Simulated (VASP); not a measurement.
Input of a VASP 6.6.1 run:

File POSCAR:

```
InGa3As4
1.0
    4.0390243051      0.0000000000      0.0000000000
    0.0000000000      8.0923473191      0.0000000000
    0.0000000000      0.0000000000      5.7210430969
Ga As In
3 4 1
Direct
    0.0000000000      0.7582199642     -0.0001614312
    0.5000000000      0.0000000000      0.4980438961
    0.0000000000      0.2417800358     -0.0001614312
    0.5000000000      0.7627617284      0.2403125225
    0.0000000000      0.0000000000      0.7413020086
    0.5000000000      0.2372382716      0.2403125225
    0.0000000000      0.5000000000      0.7799366619
    0.5000000000      0.5000000000      0.5004152507
```

File INCAR.step1:

```
SYSTEM = InGa3As4
PREC = Accurate
ENCUT = 520
ISMEAR = -1
SIGMA = 0.02
LREAL = .FALSE.
LASPH = .TRUE.
NELM = 100
NBANDS = 46
GGA = PE
ALGO = Normal
EDIFF = 1E-4
LWAVE = .TRUE.
LCHARG = .FALSE.
```

Contents of INCAR.step2:

```
SYSTEM = InGa3As4
PREC = Accurate
ENCUT = 520
EDIFF = 1E-6
ISMEAR = -1
SIGMA = 0.02
LREAL = .FALSE.
LASPH = .TRUE.
NELM = 100
ALGO = Normal
ISIF = 2
LWAVE = .FALSE.
LCHARG = .FALSE.
METAGGA = R2SCAN
LMIXTAU = .TRUE.
NBANDS = 46
ISTART = 1
```

KPOINTS

```
regular mesh
0
G
  6 4 4
  0 0 0
```

Potentials or basis: VASP PAW PBE potentials, release 64 (Ga_d, As, In_d).

Launch:

```console
$ cat potpaw_PBE.64/Ga_d/POTCAR potpaw_PBE.64/As/POTCAR potpaw_PBE.64/In_d/POTCAR > POTCAR
$ cp INCAR.step1 INCAR
$ mpirun -np 1 vasp_std > vasp.out
$ cp INCAR.step2 INCAR
$ mpirun -np 1 vasp_std > vasp.out
```

What does it give for the band gap on the k mesh?

0.78 eV, direct.

Estimate the pressure.

2.3 GPa.

What does it give for the largest force?

0.045 eV/Å.

Forces in eV/Å, atoms in the order of the input:
```
Ga   0.000  0.009 -0.004
Ga   0.000  0.000  0.035
Ga   0.000 -0.009 -0.004
As   0.000 -0.001 -0.016
As   0.000  0.000 -0.009
As   0.000  0.001 -0.016
As   0.000  0.000  0.045
In   0.000  0.000 -0.031
```

Caveat: the PAW data sets were made with another functional, which shifts forces and pressure a little; spin-orbit coupling is left out, which moves the levels of the heavy elements. A k mesh can miss the band edges.
